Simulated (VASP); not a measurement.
# Ge8Mo3W (P4/mmm) in VASP: single point with PBE

Aim: the single point of Ge8Mo3W with PBE.

Everything below comes from runs of VASP 6.6.1. Logs are shortened: lines on timing, memory, paths and dates and some standing lists are left out, and cuts for length are marked.

## (1) The cell of the first run

Symmetry: P4/mmm, No. 123, tetragonal system. Conventional cell: a = 4.720 Å, b = 4.720 Å, c = 8.291 Å, α = 90.00°, β = 90.00°, γ = 90.00°. Within 3.6 Å of Ge (site symmetry 2mm) lie 9 Ge at 2.70 to 3.34 Å and 3 Mo at 2.72 to 2.80 Å and 2 W at 2.72 Å. Ge (site symmetry 4mm) has 9 Ge at 2.69 to 3.34 Å and 5 Mo at 2.72 to 2.80 Å within 3.5 Å. Ge (site symmetry 4mm) has 9 Ge at 2.68 to 3.34 Å and 4 Mo at 2.71 Å and 1 W at 2.80 Å within 3.5 Å. Mo (site symmetry mmm) has 10 Ge at 2.71 to 2.80 Å and 4 Mo at 3.34 Å within 3.6 Å. Within 3.6 Å of Mo (site symmetry 4/mmm) lie 10 Ge at 2.72 to 2.80 Å and 4 W at 3.34 Å. W (site symmetry 4/mmm) has 10 Ge at 2.72 to 2.80 Å and 4 Mo at 3.34 Å within 3.6 Å.

## (2) Single point, PBE, collinear spin

Contents of INCAR:

```
PREC = Accurate ; ENCUT = 500
EDIFF = 1E-6 ; ISMEAR = 0
SIGMA = 0.1 ; LREAL = False
LASPH = True ; NELM = 200
ALGO = Normal ; ISIF = 2
LWAVE = False ; LCHARG = True
ISPIN = 2 ; MAGMOM = 0 0 0 0 0 0 0 0 1 1 1 0
LORBIT = 11 ; LMAXMIX = 4
GGA = PE ; LELF = True
LVHAR = True ; NBANDS = 100
GGA_COMPAT = False
```

Contents of KPOINTS:

```
regular mesh
0
Gamma
  4 4 2
```

Contents of POSCAR:

```
Ge8Mo3W
1.0
    4.7195740758      0.0000000000      0.0000000000
    0.0000000000      4.7195740758      0.0000000000
    0.0000000000      0.0000000000      8.2907762793
Ge Mo W
8 3 1
Direct
    0.0000000000      0.5000000000      0.3374010577
    0.0000000000      0.0000000000      0.8379294994
    0.5000000000      0.5000000000      0.8382879016
    0.5000000000      0.0000000000      0.3374010577
    0.0000000000      0.5000000000      0.6625989423
    0.0000000000      0.0000000000      0.1620705006
    0.5000000000      0.5000000000      0.1617120984
    0.5000000000      0.0000000000      0.6625989423
    0.0000000000      0.5000000000      0.0000000000
    0.0000000000      0.0000000000      0.5000000000
    0.5000000000      0.0000000000      0.0000000000
    0.5000000000      0.5000000000      0.5000000000
```

Potentials or basis: VASP PAW PBE potentials, release 64 (Ge_d, Mo_sv, W_sv).

Launch:

```
$ cat potpaw_PBE.64/Ge_d/POTCAR potpaw_PBE.64/Mo_sv/POTCAR potpaw_PBE.64/W_sv/POTCAR > POTCAR
$ mpirun -np 1 vasp_std > vasp.out
```

OUTCAR:

```text
PREC = Accurate
   ENCUT = 500
   EDIFF = 1E-6
   ISMEAR = 0
   LREAL = False
   LASPH = True
   NELM = 200
   ISIF = 2
   ISPIN = 2
   LORBIT = 11
   GGA = PE

 ion  position               nearest neighbor table
   1  0.000  0.500  0.337-   5 2.70  10 2.72  12 2.72  10 2.72  12 2.72   6 2.77   6 2.77   7 2.77
                             7 2.77   9 2.80
   2  0.000  0.000  0.838-   6 2.69   9 2.72  11 2.72   9 2.72  11 2.72   5 2.77   5 2.77   8 2.77
                             8 2.77  10 2.80
   3  0.500  0.500  0.838-   7 2.68   9 2.71  11 2.71  11 2.71   9 2.71   8 2.77   5 2.77   5 2.77
                             8 2.77  12 2.80
   4  0.500  0.000  0.337-   8 2.70  10 2.72  12 2.72  12 2.72  10 2.72   6 2.77   6 2.77   7 2.77
                             7 2.77  11 2.80
   5  0.000  0.500  0.663-   1 2.70  10 2.72  12 2.72  10 2.72  12 2.72   2 2.77   2 2.77   3 2.77
                             3 2.77   9 2.80
   6  0.000  0.000  0.162-   2 2.69   9 2.72  11 2.72   9 2.72  11 2.72   1 2.77   1 2.77   4 2.77
                             4 2.77  10 2.80
   7  0.500  0.500  0.162-   3 2.68   9 2.71  11 2.71  11 2.71   9 2.71   4 2.77   1 2.77   1 2.77
                             4 2.77  12 2.80
   8  0.500  0.000  0.663-   4 2.70  10 2.72  12 2.72  12 2.72  10 2.72   2 2.77   2 2.77   3 2.77
                             3 2.77  11 2.80
   9  0.000  0.500  0.000-   3 2.71   7 2.71   3 2.71   7 2.71   2 2.72   6 2.72   6 2.72   2 2.72
                             1 2.80   5 2.80  11 3.34  11 3.34  11 3.34  11 3.34
  10  0.000  0.000  0.500-   1 2.72   4 2.72   5 2.72   8 2.72   1 2.72   5 2.72   4 2.72   8 2.72
                             6 2.80   2 2.80  12 3.34  12 3.34  12 3.34  12 3.34
  11  0.500  0.000  0.000-   3 2.71   7 2.71   3 2.71   7 2.71   6 2.72   2 2.72   2 2.72   6 2.72
                             4 2.80   8 2.80   9 3.34   9 3.34   9 3.34   9 3.34
  12  0.500  0.500  0.500-   1 2.72   4 2.72   5 2.72   8 2.72   4 2.72   8 2.72   1 2.72   5 2.72
                             7 2.80   3 2.80  10 3.34  10 3.34  10 3.34  10 3.34

  LATTYP: Found a simple tetragonal cell.
 ALAT       =     4.7195740758
 C/A-ratio  =     1.7566789177

  Lattice vectors:

 A1 = (   4.7195740758,   0.0000000000,   0.0000000000)
 A2 = (   0.0000000000,   4.7195740758,   0.0000000000)
 A3 = (   0.0000000000,   0.0000000000,   8.2907762793)

Analysis of symmetry for initial positions (statically):
=====================================================================
 Subroutine PRICEL returns:
 Original cell was already a primitive cell.

 Routine SETGRP: Setting up the symmetry group for a
 simple tetragonal supercell.

 Subroutine GETGRP returns: Found 16 space group operations
 (whereof 16 operations were pure point group operations)
 out of a pool of 16 trial point group operations.

The static configuration has the point symmetry D_4h.

Analysis of symmetry for dynamics (positions and initial velocities):
=====================================================================
 Subroutine PRICEL returns:
 Original cell was already a primitive cell.

 Routine SETGRP: Setting up the symmetry group for a
 simple tetragonal supercell.

 Subroutine GETGRP returns: Found 16 space group operations
 (whereof 16 operations were pure point group operations)
 out of a pool of 16 trial point group operations.

The dynamic configuration has the point symmetry D_4h.

Analysis of structural, dynamic, and magnetic symmetry:
=====================================================================
 Subroutine PRICEL returns:
 Original cell was already a primitive cell.

 Routine SETGRP: Setting up the symmetry group for a
 simple tetragonal supercell.

 Subroutine GETGRP returns: Found 16 space group operations
 (whereof 16 operations were pure point group operations)
 out of a pool of 16 trial point group operations.

The overall configuration has the point symmetry D_4h.

 Subroutine INISYM returns: Found 16 space group operations
 (whereof 16 operations are pure point group operations),
 and found     1 'primitive' translations

----------------------------------------------------------------------------------------

                                     Primitive cell

  volume of cell :     184.6719

  direct lattice vectors                    reciprocal lattice vectors
     4.719574076  0.000000000  0.000000000     0.211883527  0.000000000  0.000000000
     0.000000000  4.719574076  0.000000000     0.000000000  0.211883527  0.000000000
     0.000000000  0.000000000  8.290776279     0.000000000  0.000000000  0.120615967

  length of vectors
     4.719574076  4.719574076  8.290776279     0.211883527  0.211883527  0.120615967

  position of ions in fractional coordinates (direct lattice)
     0.000000000  0.500000000  0.337401058
     0.000000000  0.000000000  0.837929499
     0.500000000  0.500000000  0.838287902
     0.500000000  0.000000000  0.337401058
     0.000000000  0.500000000  0.662598942
     0.000000000  0.000000000  0.162070501
     0.500000000  0.500000000  0.161712098
     0.500000000  0.000000000  0.662598942
[... 60 lines left out ...]
   k-points           NKPTS =     12   k-points in BZ     NKDIM =     12   number of bands    NBANDS=    100
   number of dos      NEDOS =    301   number of ions     NIONS =     12
   total plane-waves  NPLWV =  77760
   dimension x,y,z NGX =    36 NGY =   36 NGZ =   60
   dimension x,y,z NGXF=    72 NGYF=   72 NGZF=  120
   ions per type =               8   3   1
   NGX,Y,Z   is equivalent  to a cutoff of  12.68, 12.68, 12.03 a.u.
   NGXF,Y,Z  is equivalent  to a cutoff of  25.36, 25.36, 24.06 a.u.
 SYSTEM =  unknown system
   PREC   = accura    normal or accurate (medium, high low for compatibility)
   ISTART =      0    job   : 0-new  1-cont  2-samecut
   ICHARG =      2    charge: 1-file 2-atom 10-const
   ISPIN  =      2    spin polarized calculation?
   LNONCOLLINEAR =      F non collinear calculations
   LSORBIT =      F    spin-orbit coupling
   LASPH  =      T    aspherical Exc in radial PAW
   ENCUT  =  500.0 eV  36.75 Ry    6.06 a.u.   8.60  8.60 15.12*2*pi/ulx,y,z
   NELM   =    200;   NELMIN=  2; NELMDL= -5     # of ELM steps
   EDIFF  = 0.1E-05   stopping-criterion for ELM
   LREAL  =      F    real-space projection
   EDIFFG = 0.1E-04   stopping-criterion for IOM
   NSW    =      0    number of steps for IOM
   IBRION =     -1    ionic relax: 0-MD 1-quasi-New 2-CG
   NFREE  =      0    steps in history (QN), initial steepest desc. (CG)
   ISIF   =      2    stress and relaxation
   ISYM   =      2    0-nonsym 1-usesym 2-fastsym
   POTIM  = 0.5000    time-step for ionic-motion
   TEBEG  =    0.0;   TEEND  =   0.0 temperature during run
   PSTRESS=    0.0 pullay stress
   NELECT =     168.0000    total number of electrons
   NUPDOWN=      -1.0000    fix difference up-down
   EMIN   =  10.00;   EMAX   =-10.00  energy-range for DOS
   EFERMI =   0.00;   METHOD = LEGACY
   ISMEAR =     0;   SIGMA  =   0.10  broadening in eV -4-tet -1-fermi 0-gaus
   EFERMI_NEDOS =   21; number of points for ismear=-14 and -15
   IALGO  =     38    algorithm
   IMIX   =      4    mixing-type and parameters
     AMIX     =   0.40;   BMIX     =  1.00
     AMIX_MAG =   1.60;   BMIX_MAG =  1.00
  volume/ion in A,a.u.               =      15.39       103.85
  Fermi-wavevector in a.u.,A,eV,Ry     =   1.586272  2.997619 34.235780  2.516259
  Thomas-Fermi vector in A             =   2.685609
   LORBIT       =     11    0 simple, 1 ext, 2 COOP (PROOUT), +10 PAW based schemes
   GGA     = PE    functional components
   LHFCALC =     F    Hartree Fock is set to
   AEXX    =    0.0000 exact exchange contribution
   IVDW    =     0    specifies the selected vdW correction
   LEPSILON=     F    determine dielectric tensor
   LRPA    =     F    only Hartree local field effects (RPA)
 spin polarized calculation
 Gauss-broadening in eV      SIGMA  =   0.10
  energy-cutoff  :      500.00
  volume of cell :      184.67
 maximum number of plane-waves:      4743
 NGX is ok and might be reduce to    36
   NGX = 17   NGY = 17   NGZ = 31

 number of electron     168.0000101 magnetization      -0.0141803

 number of electron     168.0000101 magnetization       0.0020675

 Free energy of the ion-electron system (eV)
  ---------------------------------------------------
  ext. energy  EPLUGINS =         0.00000000
  ---------------------------------------------------
  free energy    TOTEN  =       -82.91451104 eV

  energy without entropy =      -82.89286675  energy(sigma->0) =      -82.90368889

 E-fermi :  10.0084     XC(G=0): -12.7662

 val. band max:        9.9830265683   @ k =   0.5000   0.5000   0.5000
 cond. band min:      10.0632710002   @ k =   0.5000   0.5000   0.5000
 fundamental gap:      0.0802444319
 Fermi energy:        10.0083660227

 spin component 1

 k-point     1 :       0.0000    0.0000    0.0000
  band No.  band energies     occupation
      1     -63.9303      1.00000
      2     -50.8028      1.00000
      3     -50.7703      1.00000
      4     -50.7505      1.00000
      5     -28.1842      1.00000
      6     -28.1842      1.00000
[... 1177 lines left out ...]
     95      13.5981      0.00000
     96      13.5981      0.00000
 Fermi energy:        10.0083660227

 spin component 2

 k-point     1 :       0.0000    0.0000    0.0000
  band No.  band energies     occupation
      1     -63.9303      1.00000
      2     -50.8027      1.00000
      3     -50.7702      1.00000
      4     -50.7504      1.00000
      5     -28.1842      1.00000
      6     -28.1842      1.00000
[... 1177 lines left out ...]
     95      13.5982      0.00000
     96      13.5982      0.00000
 [bands above 96 left out]

------------------------ aborting loop because EDIFF is reached ----------------------------------------

  FORCE on cell =-STRESS in cart. coord.  units (eV):
  Direction    XX          YY          ZZ          XY          YZ          ZX
  --------------------------------------------------------------------------------------
  -------------------------------------------------------------------------------------
  Total        0.2627789      0.2627789      0.4667127      0.0000000      0.0000000      0.0000000
  in kB        2.2798188      2.2798188      4.0491087      0.0000000      0.0000000      0.0000000
  external PRESSURE =       2.8695821 kB  Pullay stress =       0.0000000 kB

 VOLUME and BASIS-vectors are now :
 -----------------------------------------------------------------------------
  energy-cutoff  :      500.00
  volume of cell :      184.67
      direct lattice vectors                 reciprocal lattice vectors
     4.719574076  0.000000000  0.000000000     0.211883527  0.000000000  0.000000000
     0.000000000  4.719574076  0.000000000     0.000000000  0.211883527  0.000000000
     0.000000000  0.000000000  8.290776279     0.000000000  0.000000000  0.120615967

 POSITION                                       TOTAL-FORCE (eV/Angst)
 -----------------------------------------------------------------------------------
      0.00000      2.35979      2.79732         0.000000     -0.000000     -0.007130
      0.00000      0.00000      6.94709         0.000000     -0.000000     -0.009681
      2.35979      2.35979      6.95006         0.000000     -0.000000     -0.005774
      2.35979      0.00000      2.79732         0.000000      0.000000     -0.007130
      0.00000      2.35979      5.49346         0.000000     -0.000000      0.007130
      0.00000      0.00000      1.34369         0.000000     -0.000000      0.009681
      2.35979      2.35979      1.34072         0.000000     -0.000000      0.005774
      2.35979      0.00000      5.49346         0.000000      0.000000      0.007130
      0.00000      2.35979      0.00000         0.000000     -0.000000      0.000000
      0.00000      0.00000      4.14539         0.000000     -0.000000      0.000000
      2.35979      0.00000      0.00000         0.000000     -0.000000      0.000000
      2.35979      2.35979      4.14539         0.000000     -0.000000      0.000000
 -----------------------------------------------------------------------------------
    total drift:                                0.000000     -0.000000      0.000000

  FREE ENERGIE OF THE ION-ELECTRON SYSTEM (eV)
  ---------------------------------------------------
  free  energy   TOTEN  =       -82.9145110393 eV

  energy  without entropy=      -82.8928667457  energy(sigma->0) =      -82.90368889

 total charge

# of ion       s       p       d       tot
------------------------------------------
    1        1.126   1.201  10.091  12.419
    2        1.129   1.192  10.088  12.408
    3        1.128   1.193  10.090  12.411
    4        1.126   1.201  10.091  12.419
    5        1.126   1.201  10.091  12.419
    6        1.129   1.192  10.088  12.408
    7        1.128   1.193  10.090  12.411
    8        1.126   1.201  10.091  12.419
    9        2.247   6.151   4.042  12.440
   10        2.246   6.150   4.036  12.432
   11        2.247   6.151   4.042  12.440
   12        2.294   6.234   3.451  11.979
--------------------------------------------------
tot         18.052  34.259  96.293 148.605

 magnetization (x)

# of ion       s       p       d       tot
------------------------------------------
    1       -0.000   0.000   0.000   0.000
    2       -0.000   0.000   0.000   0.000
    3       -0.000   0.000   0.000   0.000
    4       -0.000   0.000   0.000   0.000
    5       -0.000   0.000   0.000   0.000
    6       -0.000   0.000   0.000   0.000
    7       -0.000   0.000   0.000   0.000
    8       -0.000   0.000   0.000   0.000
    9        0.000   0.000   0.000   0.000
   10        0.000   0.000   0.000   0.000
   11        0.000   0.000   0.000   0.000
   12       -0.000  -0.000   0.000   0.000
--------------------------------------------------
tot         -0.000   0.000   0.000   0.000
```

It took 5.4 min on 1 thread of AMD EPYC 9R45 (Zen 5), shared host; peak memory 0.48 GiB.

Results:

| Property | Result |
| --- | --- |
| Free energy | -82.9145 eV |
| Pressure | 0.3 GPa |
| Largest force | 0.010 eV/Å |
| Band gap on the k mesh | zero (filled and empty bands overlap) |
| Net moment | 0.00 μB per cell |
| Valence electrons inside the program's atomic spheres | Ge 12.42, 12.41 (each value once); Mo 12.44, 12.43 (each value once); W 11.98 |

Forces in eV/Å, atoms in the order of the input:
```
Ge   0.000  0.000 -0.007
Ge   0.000  0.000 -0.010
Ge   0.000  0.000 -0.006
Ge   0.000  0.000 -0.007
Ge   0.000  0.000  0.007
Ge   0.000  0.000  0.010
Ge   0.000  0.000  0.006
Ge   0.000  0.000  0.007
Mo   0.000  0.000  0.000
Mo   0.000  0.000  0.000
Mo   0.000  0.000  0.000
W    0.000  0.000  0.000
```

Caveat: the k points lie up to 0.38 Å⁻¹ apart; spin-orbit coupling is left out, which moves the levels of the heavy elements.

The gap in the log of VASP goes by the Fermi energy; the results here count the filled bands.